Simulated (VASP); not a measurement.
# FeNi3 (Fm-3m) in VASP: a series of runs

FeNi3 is run at these levels: LDA, PBEsol; tasks: single point, relaxation of cell and atoms.

Program: VASP 6.6.1. These are calculated values, not measurements. Logs are shortened: lines on timing, memory, paths and dates and some standing lists are left out, and cuts for length are marked.

## (1) The cell of the first run

It takes space group Fm-3m (No. 225, cubic). The conventional cell has a = 5.551 Å, b = 5.551 Å, c = 5.551 Å, α = 90.00°, β = 90.00°, γ = 90.00°. Fe (site symmetry m-3m) has 14 Ni at 2.40 to 2.78 Å within 3.2 Å. Ni (site symmetry -43m) has 4 Fe at 2.40 Å and 10 Ni at 2.40 to 2.78 Å within 3.2 Å. Ni (site symmetry m-3m) has 8 Ni at 2.40 Å and 6 Fe at 2.78 Å within 3.2 Å.

## (2) Single point, LDA, collinear spin, ferromagnetic start

INCAR

```
PREC = Accurate
ENCUT = 520
EDIFF = 1E-6
ISMEAR = -1
SIGMA = 0.1
LREAL = False
LASPH = True
NELM = 150
ALGO = Normal
ISIF = 2
LWAVE = False
LCHARG = False
ISPIN = 2
MAGMOM = 2.74 0.66 0.66 0.33
LORBIT = 11
LMAXMIX = 4
NBANDS = 31
```

KPOINTS

```
regular mesh
0
Gamma
  9 9 9
```

POSCAR

```
FeNi3
1.0
    0.0000000000      2.7755727235      2.7755727235
    2.7755727235      0.0000000000      2.7755727235
    2.7755727235      2.7755727235      0.0000000000
Fe Ni
1 3
Direct
    0.0000000000      0.0000000000      0.0000000000
    0.7500000000      0.7500000000      0.7500000000
    0.2500000000      0.2500000000      0.2500000000
    0.5000000000      0.5000000000      0.5000000000
```

Potentials or basis: VASP PAW LDA potentials, release 64 (Fe, Ni).

The run is started by

```bash
cat potpaw_LDA.64/Fe/POTCAR potpaw_LDA.64/Ni/POTCAR > POTCAR
mpirun -np 1 vasp_std > vasp.out
```

OUTCAR:

```text
PREC = Accurate
   ENCUT = 520
   EDIFF = 1E-6
   ISMEAR = -1
   LREAL = False
   LASPH = True
   NELM = 150
   ISIF = 2
   ISPIN = 2
   LORBIT = 11

 ion  position               nearest neighbor table
   1  0.000  0.000  0.000-   2 2.40   2 2.40   2 2.40   2 2.40   3 2.40   3 2.40   3 2.40   3 2.40
                             4 2.78   4 2.78   4 2.78   4 2.78   4 2.78   4 2.78
   2  0.750  0.750  0.750-   4 2.40   4 2.40   4 2.40   1 2.40   4 2.40   1 2.40   1 2.40   1 2.40
                             3 2.78   3 2.78   3 2.78   3 2.78   3 2.78   3 2.78
   3  0.250  0.250  0.250-   1 2.40   1 2.40   1 2.40   1 2.40   4 2.40   4 2.40   4 2.40   4 2.40
                             2 2.78   2 2.78   2 2.78   2 2.78   2 2.78   2 2.78
   4  0.500  0.500  0.500-   3 2.40   3 2.40   3 2.40   2 2.40   3 2.40   2 2.40   2 2.40   2 2.40
                             1 2.78   1 2.78   1 2.78   1 2.78   1 2.78   1 2.78

  LATTYP: Found a face centered cubic cell.
 ALAT       =     5.5511454470

  Lattice vectors:

 A1 = (   0.0000000000,   2.7755727235,   2.7755727235)
 A2 = (   2.7755727235,   0.0000000000,   2.7755727235)
 A3 = (   2.7755727235,   2.7755727235,   0.0000000000)

Analysis of symmetry for initial positions (statically):
=====================================================================
 Subroutine PRICEL returns:
 Original cell was already a primitive cell.

 Routine SETGRP: Setting up the symmetry group for a
 face centered cubic supercell.

 Subroutine GETGRP returns: Found 48 space group operations
 (whereof 48 operations were pure point group operations)
 out of a pool of 48 trial point group operations.

The static configuration has the point symmetry O_h .

Analysis of symmetry for dynamics (positions and initial velocities):
=====================================================================
 Subroutine PRICEL returns:
 Original cell was already a primitive cell.

 Routine SETGRP: Setting up the symmetry group for a
 face centered cubic supercell.

 Subroutine GETGRP returns: Found 48 space group operations
 (whereof 48 operations were pure point group operations)
 out of a pool of 48 trial point group operations.

The dynamic configuration has the point symmetry O_h .

Analysis of structural, dynamic, and magnetic symmetry:
=====================================================================
 Subroutine PRICEL returns:
 Original cell was already a primitive cell.

 Routine SETGRP: Setting up the symmetry group for a
 face centered cubic supercell.

 Subroutine GETGRP returns: Found 48 space group operations
 (whereof 48 operations were pure point group operations)
 out of a pool of 48 trial point group operations.

The overall configuration has the point symmetry O_h .

 Subroutine INISYM returns: Found 48 space group operations
 (whereof 48 operations are pure point group operations),
 and found     1 'primitive' translations

----------------------------------------------------------------------------------------

                                     Primitive cell

  volume of cell :      42.7649

  direct lattice vectors                    reciprocal lattice vectors
     0.000000000  2.775572723  2.775572723    -0.180143001  0.180143001  0.180143001
     2.775572723  0.000000000  2.775572723     0.180143001 -0.180143001  0.180143001
     2.775572723  2.775572723  0.000000000     0.180143001  0.180143001 -0.180143001

  length of vectors
     3.925252589  3.925252589  3.925252589     0.312016830  0.312016830  0.312016830

  position of ions in fractional coordinates (direct lattice)
     0.000000000  0.000000000  0.000000000
     0.750000000  0.750000000  0.750000000
     0.250000000  0.250000000  0.250000000
     0.500000000  0.500000000  0.500000000

  ion indices of the primitive-cell ions
   primitive index   ion index
                 1           1
                 2           2
                 3           3
                 4           4

----------------------------------------------------------------------------------------

 KPOINTS: regular mesh

Automatic generation of k-mesh.
 Grid dimensions read from file:
 generate k-points for:    9    9    9

 Generating k-lattice:

  Cartesian coordinates                     Fractional coordinates (reciprocal lattice)
    -0.020015889  0.020015889  0.020015889     0.111111111  0.000000000  0.000000000
     0.020015889 -0.020015889  0.020015889     0.000000000  0.111111111  0.000000000
     0.020015889  0.020015889 -0.020015889     0.000000000  0.000000000  0.111111111

  Length of vectors
     0.034668537  0.034668537  0.034668537

  Shift w.r.t. Gamma in fractional coordinates (k-lattice)
     0.000000000  0.000000000  0.000000000

 Subroutine IBZKPT returns following result:
 ===========================================

 Found     35 irreducible k-points:

 Following reciprocal coordinates:
            Coordinates               Weight
  0.000000  0.000000  0.000000      1.000000
  0.111111  0.000000  0.000000      8.000000
  0.222222  0.000000  0.000000      8.000000
  0.333333  0.000000  0.000000      8.000000
  0.444444  0.000000  0.000000      8.000000
  0.111111  0.111111  0.000000      6.000000
[... 16 lines left out ...]
 -0.333333  0.333333  0.000000     12.000000
  0.444444  0.444444  0.000000      6.000000
 [... further k-points ...]
   k-points           NKPTS =     35   k-points in BZ     NKDIM =     35   number of bands    NBANDS=     31
   number of dos      NEDOS =    301   number of ions     NIONS =      4
   total plane-waves  NPLWV =  27000
   dimension x,y,z NGX =    30 NGY =   30 NGZ =   30
   dimension x,y,z NGXF=    60 NGYF=   60 NGZF=   60
   ions per type =               1   3
   NGX,Y,Z   is equivalent  to a cutoff of  12.71, 12.71, 12.71 a.u.
   NGXF,Y,Z  is equivalent  to a cutoff of  25.41, 25.41, 25.41 a.u.
 SYSTEM =  unknown system
   PREC   = accura    normal or accurate (medium, high low for compatibility)
   ISTART =      0    job   : 0-new  1-cont  2-samecut
   ICHARG =      2    charge: 1-file 2-atom 10-const
   ISPIN  =      2    spin polarized calculation?
   LNONCOLLINEAR =      F non collinear calculations
   LSORBIT =      F    spin-orbit coupling
   LASPH  =      T    aspherical Exc in radial PAW
   ENCUT  =  520.0 eV  38.22 Ry    6.18 a.u.   7.30  7.30  7.30*2*pi/ulx,y,z
   NELM   =    150;   NELMIN=  2; NELMDL= -5     # of ELM steps
   EDIFF  = 0.1E-05   stopping-criterion for ELM
   LREAL  =      F    real-space projection
   EDIFFG = 0.1E-04   stopping-criterion for IOM
   NSW    =      0    number of steps for IOM
   IBRION =     -1    ionic relax: 0-MD 1-quasi-New 2-CG
   NFREE  =      0    steps in history (QN), initial steepest desc. (CG)
   ISIF   =      2    stress and relaxation
   ISYM   =      2    0-nonsym 1-usesym 2-fastsym
   POTIM  = 0.5000    time-step for ionic-motion
   TEBEG  =    0.0;   TEEND  =   0.0 temperature during run
   PSTRESS=    0.0 pullay stress
   NELECT =      38.0000    total number of electrons
   NUPDOWN=      -1.0000    fix difference up-down
   EMIN   =  10.00;   EMAX   =-10.00  energy-range for DOS
   EFERMI =   0.00;   METHOD = LEGACY
   ISMEAR =    -1;   SIGMA  =   0.10  broadening in eV -4-tet -1-fermi 0-gaus
   EFERMI_NEDOS =   21; number of points for ismear=-14 and -15
   IALGO  =     38    algorithm
   IMIX   =      4    mixing-type and parameters
     AMIX     =   0.40;   BMIX     =  1.00
     AMIX_MAG =   1.60;   BMIX_MAG =  1.00
  volume/ion in A,a.u.               =      10.69        72.15
  Fermi-wavevector in a.u.,A,eV,Ry     =   1.573887  2.974214 33.703248  2.477119
  Thomas-Fermi vector in A             =   2.675104
   LORBIT       =     11    0 simple, 1 ext, 2 COOP (PROOUT), +10 PAW based schemes
   GGA     = CA    functional components
   LHFCALC =     F    Hartree Fock is set to
   AEXX    =    0.0000 exact exchange contribution
   IVDW    =     0    specifies the selected vdW correction
   LEPSILON=     F    determine dielectric tensor
   LRPA    =     F    only Hartree local field effects (RPA)
 spin polarized calculation
  energy-cutoff  :      520.00
  volume of cell :       42.76
 maximum number of plane-waves:      1167
 NGX is ok and might be reduce to    30
   NGX = 15   NGY = 15   NGZ = 15

 number of electron      38.0000031 magnetization       4.1371028

 Free energy of the ion-electron system (eV)
  ---------------------------------------------------
  ext. energy  EPLUGINS =         0.00000000
  ---------------------------------------------------
  free energy    TOTEN  =       -28.76258625 eV

  energy without entropy =      -28.61365582  energy(sigma->0) =      -28.68812103

 E-fermi :   8.6310     XC(G=0): -13.7233

 val. band max:        8.6183754302   @ k =  -0.4444   0.4444   0.0000
 cond. band min:       8.6333678607   @ k =   0.4444   0.3333   0.0000
 fundamental gap:      0.0149924305
 Fermi energy:         8.6310010685

 spin component 1

 k-point     1 :       0.0000    0.0000    0.0000
  band No.  band energies     occupation
      1      -0.5215      1.00000
      2       3.8908      1.00000
      3       3.8908      1.00000
      4       5.0555      1.00000
      5       5.0555      1.00000
      6       5.0555      1.00000
[... 805 lines left out ...]
     30      26.9371      0.00000
     31      26.9371      0.00000

 [... further k-points ...]

 spin component 2

 k-point     1 :       0.0000    0.0000    0.0000
  band No.  band energies     occupation
      1      -0.3634      1.00000
      2       4.6400      1.00000
      3       4.6400      1.00000
      4       5.7279      1.00000
      5       5.7279      1.00000
      6       5.7279      1.00000
[... 805 lines left out ...]
     30      27.1837      0.00000
     31      27.1837      0.00000

 [... further k-points ...]
[... 5 lines left out ...]
  --------------------------------------------------------------------------------------
  -------------------------------------------------------------------------------------
  Total       -2.2146620     -2.2146620     -2.2146620     -0.0000000      0.0000000     -0.0000000
  in kB      -82.9717404    -82.9717404    -82.9717404     -0.0000000      0.0000000     -0.0000000
  external PRESSURE =     -82.9717404 kB  Pullay stress =       0.0000000 kB

 VOLUME and BASIS-vectors are now :
 -----------------------------------------------------------------------------
  energy-cutoff  :      520.00
  volume of cell :       42.76
      direct lattice vectors                 reciprocal lattice vectors
     0.000000000  2.775572723  2.775572723    -0.180143001  0.180143001  0.180143001
     2.775572723  0.000000000  2.775572723     0.180143001 -0.180143001  0.180143001
     2.775572723  2.775572723  0.000000000     0.180143001  0.180143001 -0.180143001

 POSITION                                       TOTAL-FORCE (eV/Angst)
 -----------------------------------------------------------------------------------
      0.00000      0.00000      0.00000         0.000000      0.000000      0.000000
      4.16336      4.16336      4.16336        -0.000000     -0.000000      0.000000
      1.38779      1.38779      1.38779         0.000000      0.000000     -0.000000
      2.77557      2.77557      2.77557         0.000000      0.000000      0.000000
 -----------------------------------------------------------------------------------
    total drift:                                0.000000     -0.000000      0.000000

  FREE ENERGIE OF THE ION-ELECTRON SYSTEM (eV)
  ---------------------------------------------------
  free  energy   TOTEN  =       -28.7625862480 eV

  energy  without entropy=      -28.6136558192  energy(sigma->0) =      -28.68812103

 total charge

# of ion       s       p       d       tot
------------------------------------------
    1        0.482   0.525   6.198   7.204
    2        0.523   0.539   8.357   9.419
    3        0.523   0.539   8.357   9.419
    4        0.506   0.523   8.389   9.418
--------------------------------------------------
tot          2.034   2.126  31.300  35.461

 magnetization (x)

# of ion       s       p       d       tot
------------------------------------------
    1        0.006   0.002   2.630   2.639
    2       -0.006  -0.023   0.613   0.584
    3       -0.006  -0.023   0.613   0.584
    4       -0.013  -0.023   0.332   0.296
--------------------------------------------------
tot         -0.020  -0.066   4.188   4.102
```

Run time: 57 s. Hardware: 1 thread of Intel Xeon 6975P-C (Granite Rapids), shared host; peak memory 0.2 GiB.

Results:

| Quantity | Value |
| --- | --- |
| Free energy | -28.7626 eV |
| Pressure | -8.3 GPa |
| Net moment | 4.14 μB per cell |
| Site moments | Fe +2.64; Ni +0.58, +0.30 μB |
| Valence electrons inside the program's atomic spheres | Fe 7.20; Ni 9.42 |

## (3) Single point, PBEsol, collinear spin, ferrimagnetic start

Edit INCAR of step 2 so:

```diff
@@ -13,5 +13,6 @@
 ISPIN = 2
-MAGMOM = 2.74 0.66 0.66 0.33
+MAGMOM = 4.5 -2 2 -2
 LORBIT = 11
 LMAXMIX = 4
+GGA = PS
 NBANDS = 31
```

KPOINTS

```
Automatic mesh
0
Gamma
  7 7 7
```

POSCAR is that of step 2.

Potentials or basis: VASP PAW PBE potentials, release 64 (Fe, Ni).

The run is started by

```bash
cat potpaw_PBE.64/Fe/POTCAR potpaw_PBE.64/Ni/POTCAR > POTCAR
mpirun -np 1 vasp_std > vasp.out
```

Wall time 38 s (1 thread of Intel Xeon 6975P-C (Granite Rapids), shared host); peak memory 0.21 GiB.

It converged, with:

```yaml
Free_energy: -27.2550 eV
Pressure: -0.1 GPa
Net_moment: 4.28 μB per cell
Site_moments: Fe +2.75; Ni +0.61, +0.30 μB
Valence_electrons_inside_the_program's_atomic_spheres: Fe 7.19; Ni 9.41
```

Levels at points of the mesh, in eV from the Fermi level:
Spin up:
```tsv
k point	band 17	band 18	band 19	band 20	band 21	band 22	band 23	band 24	band 25	band 26
(0.00, 0.00, 0.00)	-0.72	-0.72	-0.34	-0.34	-0.34	8.17	8.17	8.17	8.29	8.29
```
Spin down:
```tsv
k point	band 13	band 14	band 15	band 16	band 17	band 18	band 19	band 20	band 21	band 22
(0.00, 0.00, 0.00)	-0.38	-0.38	-0.31	-0.31	0.89	0.89	0.89	1.17	1.17	8.49
```

Caveat: the PAW data sets were made with another functional, which shifts forces and pressure a little.

## (4) Relaxation of cell and atoms, PBEsol, collinear spin, ferrimagnetic start

This run uses another cell than the first one, of 10.86 Å³/atom, 1.016 times its volume.

INCAR

```
  PREC = Accurate
  ENCUT = 600
  EDIFF = 1E-7
  ISMEAR = -1
  SIGMA = 0.1
  LREAL = False
  LASPH = True
  NELM = 150
  ALGO = Normal
  ISIF = 3
  LWAVE = False
  LCHARG = False
  ISPIN = 2
  MAGMOM = 4.5 -2 2 -2
  LORBIT = 11
  LMAXMIX = 4
  GGA = PS
  IBRION = 2
  NSW = 60
  EDIFFG = -0.01
```

KPOINTS

```
regular mesh
0
Gamma
  7 7 7
```

POSCAR

```
FeNi3
1.0
    0.0000000000      2.7903698700      2.7903698700
    2.7903698700      0.0000000000      2.7903698700
    2.7903698700      2.7903698700      0.0000000000
Fe Ni
1 3
Direct
    0.0000000000      0.0000000000      0.0000000000
    0.7500000000      0.7500000000      0.7500000000
    0.2500000000      0.2500000000      0.2500000000
    0.5000000000      0.5000000000      0.5000000000
```

The run is started by

```bash
cat potpaw_PBE.64/Fe/POTCAR potpaw_PBE.64/Ni/POTCAR > POTCAR
mpirun -np 1 vasp_std > vasp.out
```

Run time: 78 s. Hardware: 1 thread of Intel Xeon 6975P-C (Granite Rapids), shared host; peak memory 0.22 GiB.

Results (log left out):

| Item | Value |
| --- | --- |
| Free energy | -27.2543 eV |
| Relaxed volume | 10.69 Å³/atom |
| Relaxed cell | a = 3.925 Å, b = 3.925 Å, c = 3.925 Å, α = 60.00°, β = 60.00°, γ = 60.00° |
| Space group after relaxing (to 0.05 Å) | Fm-3m (No. 225) |
| Energy gained by relaxing | 1.9 meV/atom |
| Ionic steps | 3 |
| Pressure after relaxing | 0.0 GPa |
| Net moment | 4.28 μB per cell |
| Site moments | Fe +2.75; Ni +0.61, +0.30 μB |
| Valence electrons inside the program's atomic spheres | Fe 7.19; Ni 9.42 |

The path:
```
step  energy change (eV)  largest force (eV/Å)  pressure (GPa)  volume (Å³)
   1              0.0000                0.0000           -3.37        43.45
   2              0.0007                0.0000            3.74        42.03
   3             -0.0076                0.0000            0.02        42.75
```

Final structure:
```xyz
4
Lattice="0.0000 2.7752 2.7752 2.7752 0.0000 2.7752 2.7752 2.7752 0.0000" Properties=species:S:1:pos:R:3 pbc="T T T"
Fe    0.0000    0.0000    0.0000
Ni    4.1628    4.1628    4.1628
Ni    1.3876    1.3876    1.3876
Ni    2.7752    2.7752    2.7752
```

Levels at points of the mesh, in eV from the Fermi level:
Spin up:
```tsv
k point	band 17	band 18	band 19	band 20	band 21	band 22	band 23	band 24
(0.00, 0.00, 0.00)	-0.72	-0.72	-0.34	-0.34	-0.34	8.17	8.17	8.17
```
Spin down:
| k point | band 15 | band 16 | band 17 | band 18 | band 19 | band 20 |
| --- | --- | --- | --- | --- | --- | --- |
| (0.00, 0.00, 0.00) | -0.31 | -0.31 | 0.89 | 0.89 | 0.89 | 1.17 |

Caveat: the PAW data sets were made with another functional, which shifts forces and pressure a little.

## (5) Overview

```csv
task,level,potentials or basis,spin,cell,k mesh,cutoff (eV),gap on the mesh (eV),pressure (GPa),moment (μB)
single point,LDA,"VASP PAW LDA potentials, release 64 (Fe, Ni)","collinear, ferromagnetic start","a = 3.925 Å, angles 60.0°, 4 atoms",9 × 9 × 9,520,none,-8.3,4.14
single point,PBEsol,"VASP PAW PBE potentials, release 64 (Fe, Ni)","collinear, ferrimagnetic start","a = 3.925 Å, angles 60.0°, 4 atoms",7 × 7 × 7,520,none,-0.1,4.28
relaxation of cell and atoms,PBEsol,"VASP PAW PBE potentials, release 64 (Fe, Ni)","collinear, ferrimagnetic start","relaxed from a = 3.946 Å, angles 60.0°, 4 atoms",7 × 7 × 7,600,none,0.0,4.28
```

Alike in all rows: smearing fermi-dirac 0.1 eV.

Caveats: the PAW data sets were made with another functional, which shifts forces and pressure a little (some runs).

Absolute energies hang on the potentials; compare differences alone.
